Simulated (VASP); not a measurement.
A run of VASP 6.6.1 is set up as follows.

Contents of INCAR:

```
SYSTEM = B3P
ALGO     = Normal         ! electronic algorithm
EDIFF    = 1E-7           ! SCF threshold, eV
EDIFFG   = -0.01          ! ionic threshold
ENCUT    = 500            ! plane-wave cutoff, eV
GGA      = PE             ! functional
GGA_COMPAT= .FALSE.      
IBRION   = 2              ! ionic algorithm
ISIF     = 3              ! what is computed and relaxed
ISMEAR   = 0              ! smearing method
LASPH    = .TRUE.         ! aspherical terms in the spheres
LCHARG   = .FALSE.        ! write CHGCAR
LREAL    = .FALSE.        ! projectors in reciprocal space
LWAVE    = .FALSE.        ! write WAVECAR
NELM     = 120            ! most SCF steps
NELMIN   = 4            
NSW      = 100            ! ionic steps
PREC     = Accurate       ! precision mode
SIGMA    = 0.1            ! smearing width, eV
```

The input KPOINTS:

```
k-points
0
G
  12 12 16
  0 0 0
```

File POSCAR:

```
B3P
1.0
    4.0878902628      0.0000000000      0.0000000000
   -2.0439451314      3.5402168155      0.0000000000
    0.0000000000      0.0000000000      2.9420770993
B P
3 1
Direct
    0.5268979235      0.4731020765      0.5000000000
    0.5268979235      0.0537958470      0.5000000000
    0.9462041530      0.4731020765      0.5000000000
    0.3333333333      0.6666666667      0.0000000000
```

Potentials or basis: VASP PAW PBE potentials, release 64 (B, P).

Command:

```console
$ cat potpaw_PBE.64/B/POTCAR potpaw_PBE.64/P/POTCAR > POTCAR
$ mpirun -np 1 vasp_std > vasp.out
```

Task: Estimate the relaxed cell.

Result: a = 4.066 Å, b = 4.066 Å, c = 2.963 Å, α = 90.00°, β = 90.00°, γ = 120.00°.

Task: Estimate the space group after relaxing (to 0.05 Å).

Result: P-6m2 (No. 187).

Task: Estimate the relaxed volume.

Result: 10.61 Å³/atom.

Forces in eV/Å, atoms in the order of the input:
```
B   -0.005  0.003  0.000
B    0.000 -0.006  0.000
B    0.005  0.003  0.000
P    0.000  0.000  0.000
```
